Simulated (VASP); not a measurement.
## Ba: relaxation of cell and atoms with LDA

The system is Ba.

```
Ba
1.0
    -2.38167    2.38167    2.38167
     2.38167   -2.38167    2.38167
     2.38167    2.38167   -2.38167
Ba
1
Direct
  0.00000 0.00000 0.00000
```

| Quantity | Value |
| --- | --- |
| Program | VASP 6.6.1 |
| Task | relaxation of cell and atoms |
| Functional | LDA |
| Potentials or basis | VASP PAW LDA potentials, release 64 (Ba_sv) |
| Cutoff | 600 eV |
| k mesh | 12 × 12 × 12 |
| Occupations | fermi-dirac, width 0.15 eV |
| Spin | no spin polarisation |
| Dipole correction | no |
| Further INCAR settings | ALGO = Normal; EDIFF = 1e-07; IBRION = 2; EDIFFG = -0.001; NSW = 80; ISIF = 3 |

```
Relaxed volume                        : 54.53 Å³/atom
Relaxed cell                          : a = 4.138 Å, b = 4.138 Å, c = 4.138 Å, α = 109.47°, β = 109.47°, γ = 109.47°
Space group after relaxing (to 0.1 Å) : Im-3m (No. 229)
Energy gained by relaxing             : 0.1 meV/atom
Ionic steps                           : 4
Pressure after relaxing               : 0.0 GPa
Band gap on the k mesh                : zero (bands 5 and 6 overlap by 1.43 eV)
```

The path:
```
step  energy change (eV)  largest force (eV/Å)  pressure (GPa)  volume (Å³)
   1              0.0000                0.0000            0.10        54.04
   2             -0.0001                0.0000            0.04        54.29
   3             -0.0001                0.0000            0.01        54.49
   4             -0.0001                0.0000            0.00        54.53
```

Final structure:
```yaml
crystal:
  lattice:
    - [-2.38889, 2.38889, 2.38889]
    - [2.38889, -2.38889, 2.38889]
    - [2.38889, 2.38889, -2.38889]
  atoms:
    - { symbol: Ba, position: [0.00000, 0.00000, 0.00000] }
```

Levels at points of the mesh, in eV from the Fermi level:
```tsv
k point	band 3	band 4	band 5	band 6	band 7	band 8
(0.00, 0.00, 0.00)	-13.47	-13.47	-2.84	1.89	1.89	1.89
(0.50, 0.00, 0.00)	-13.70	-13.48	-1.04	0.58	1.79	3.56
(0.50, 0.50, 0.50)	-13.98	-13.98	-0.79	-0.79	5.09	5.09
```

Run time: 71 s on 1 thread of AMD EPYC 7R13 Processor (Zen 3), on a shared host, peak memory 0.17 GiB.

Caveat: spin-orbit coupling is left out, which moves the levels of the heavy elements.
